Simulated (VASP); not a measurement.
## C: single point with LDA

Crystal: C.

```
C
1.0
     1.22141    0.70518    3.21262
    -1.22141    0.70518    3.21262
     0.00000   -1.41036    3.21262
C
2
Cartesian
  0.0000 0.0000 8.0327
  0.0000 0.0000 1.6051
```

```
Program                : VASP 6.6.1
Task                   : single point
Functional             : LDA
Potentials or basis    : VASP PAW LDA potentials, release 64 (C)
Cutoff                 : 520 eV
k mesh                 : 12 × 12 × 12
Occupations            : gaussian, width 0.02 eV
Spin                   : no spin polarisation
Dipole correction      : no
Further INCAR settings : ALGO = Normal; EDIFF = 1e-07; NBANDS = 11
```

The pressure is 2.0 GPa.

Stress tensor (GPa, compression positive):
```
2.44 0.00 0.00
0.00 2.44 0.00
0.00 0.00 1.02
```

Wall time 48 s on 1 thread of Intel Xeon 8259CL, with other jobs on the host, peak memory 0.15 GiB.
